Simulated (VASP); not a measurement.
Set up this calculation in VASP 6.6.1, as the native input.

```
Task                   : single point
Functional             : r2SCAN
Potentials or basis    : VASP PAW PBE potentials, release 64 (Bi_d)
Cutoff                 : 520 eV
k mesh                 : 8 × 8 × 8
Occupations            : gaussian, width 0.01 eV
Spin                   : no spin polarisation
Dipole correction      : no
Further INCAR settings : ALGO = Normal; EDIFF = 1e-06; NBANDS = 38
```

Crystal: Bi.

```xyz
4
Lattice="2.2608 -6.4215 0.0000 2.2608 6.4215 0.0000 0.0000 0.0000 5.0785" Properties=species:S:1:pos:R:3 pbc="T T T"
Bi    2.2608    4.9238    4.8428
Bi    2.2608   -1.4978    2.7749
Bi    2.2608   -4.9238    0.2357
Bi    2.2608    1.4978    2.3035
```

One way to write it, as run:

POSCAR

```
Bi
1.0
    2.2607935710     -6.4215295116      0.0000000000
    2.2607935710      6.4215295116      0.0000000000
    0.0000000000      0.0000000000      5.0784559344
Bi
4
Direct
    0.1166203115      0.8833796885      0.9535909896
    0.6166203115      0.3833796885      0.5464090104
    0.8833796885      0.1166203115      0.0464090104
    0.3833796885      0.6166203115      0.4535909896
```

INCAR.step1

```
PREC     = Accurate       # precision mode
ENCUT    = 520            # plane-wave cutoff, eV
ISMEAR   = 0              # smearing method
SIGMA    = 0.01           # smearing width, eV
LREAL    = False          # projectors in reciprocal space
LASPH    = True           # aspherical terms in the spheres
NELM     = 60             # most SCF steps
NBANDS   = 38             # bands
GGA      = PE             # functional
ALGO     = Normal         # electronic algorithm
EDIFF    = 1E-4           # SCF threshold, eV
LWAVE    = True           # write WAVECAR
LCHARG   = False          # write CHGCAR
```

INCAR.step2

```
PREC     = Accurate       # precision mode
ENCUT    = 520            # plane-wave cutoff, eV
EDIFF    = 1E-6           # SCF threshold, eV
ISMEAR   = 0              # smearing method
SIGMA    = 0.01           # smearing width, eV
LREAL    = False          # projectors in reciprocal space
LASPH    = True           # aspherical terms in the spheres
NELM     = 60             # most SCF steps
ALGO     = Normal         # electronic algorithm
ISIF     = 2              # what is computed and relaxed
LWAVE    = False          # write WAVECAR
LCHARG   = False          # write CHGCAR
METAGGA  = R2SCAN         # meta-GGA
LMIXTAU  = True         
NBANDS   = 38             # bands
ISTART   = 1
```

KPOINTS

```
Automatic mesh
0
Gamma
  8 8 8
```

Potentials or basis: VASP PAW PBE potentials, release 64 (Bi_d).

Run with:

```bash
$ cat potpaw_PBE.64/Bi_d/POTCAR > POTCAR
$ cp INCAR.step1 INCAR
$ mpirun -np 1 vasp_std > vasp.out
$ cp INCAR.step2 INCAR
$ mpirun -np 1 vasp_std > vasp.out
```

It gave:

The pressure is 0.0 GPa. The largest force is 0.009 eV/Å and the band gap on the k mesh is zero (bands 30 and 31 overlap by 0.17 eV).

Caveat: the PAW data sets were made with another functional, which shifts forces and pressure a little; spin-orbit coupling is left out, which moves the levels of the heavy elements.

Wall time 70 min on 1 thread of Oxide Virtual Turin-like Processor (shared host), peak memory 0.61 GiB.
